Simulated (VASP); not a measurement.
Wanted: the native input for a VASP 6.6.1 run.

```yaml
Task: single point
Functional: PBEsol
Potentials_or_basis: VASP PAW PBE potentials, release 64 (Ge_d)
Cutoff: 520 eV
k_mesh: 11 × 11 × 10
Occupations: gaussian, width 0.05 eV
Spin: no spin polarisation
Dipole_correction: no
Further_INCAR_settings: ALGO = Normal; EDIFF = 1e-06; NBANDS = 13
```

The structure of Ge lies in POSCAR:

```
Ge
1.0
    1.3971490000     -2.6005160000      0.0000000000
    1.3971490000      2.6005160000      0.0000000000
    0.0000000000      0.0000000000      2.6982310000
Ge
1
Direct
    0.5000000000      0.5000000000      0.0000000000
```

These files were run (other wordings do the same):

INCAR

```
SYSTEM = Ge
PREC = Accurate ; ENCUT = 520
EDIFF = 1E-6 ; ISMEAR = 0
SIGMA = 0.05 ; LREAL = .False.
LASPH = .True. ; NELM = 80
ALGO = Normal ; ISIF = 2
LWAVE = .False. ; LCHARG = .False.
GGA = PS ; NBANDS = 13
```

KPOINTS

```
Automatic mesh
0
Gamma
  11 11 10
  0 0 0
```

Potentials or basis: VASP PAW PBE potentials, release 64 (Ge_d).

Launch:

```bash
$ cat potpaw_PBE.64/Ge_d/POTCAR > POTCAR
$ mpirun -np 1 vasp_std > vasp.out
```

Results of the run:

The pressure is -4.2 GPa and the band gap on the k mesh is zero (band 7 reaches 12.73 eV, above the bottom of band 8 at 3.66 eV).

Caveat: the PAW data sets were made with another functional, which shifts forces and pressure a little.

Wall time 14 s on 1 thread of Intel(R) Xeon(R) 6975P-C (Granite Rapids) (shared host), peak memory 0.17 GiB.
